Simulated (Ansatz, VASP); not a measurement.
Re in VASP and in Ansatz

```
CELL_PARAMETERS angstrom
2.76534 0.00000 0.00000
-1.38267 2.39485 0.00000
0.00000 0.00000 4.47358
ATOMIC_POSITIONS crystal
Re 0.33333 0.66667 0.25000
Re 0.66667 0.33333 0.75000
```

Alike in both runs: task single point; functional PBEsol; k mesh 21 × 21 × 12; occupations gaussian, width 0.15 eV; no spin polarisation.

|  | VASP | Ansatz |
| --- | --- | --- |
| version | VASP 6.6.1 | Ansatz 0.2.0 |
| potentials or method | VASP PAW PBE potentials, release 64 (Re), cutoff 520 eV | scalar-relativistic, plane waves, PAW |
| valence electrons in the cell | 14 | 30 |

|  | VASP | Ansatz | Ansatz less VASP |
| --- | --- | --- | --- |
| gap on the k mesh at the Fermi level (eV) | none | none | - |
| pressure (GPa) | -6.8 | -6.7 | +0.14 |
| traceless stress, the component that is largest in VASP (GPa) | -0.79 | -0.71 | +0.083 |

VASP's potentials were made for PBE, not for PBEsol. A gap of «none» marks a metal or a gap that the smearing closes. With one functional, cell and mesh, what is left measures potentials, basis and numerics. VASP's potentials hold 14 valence electrons a cell and Ansatz's 30, so a difference there can come from the potentials and not from the codes.

Spin-orbit coupling is off throughout.
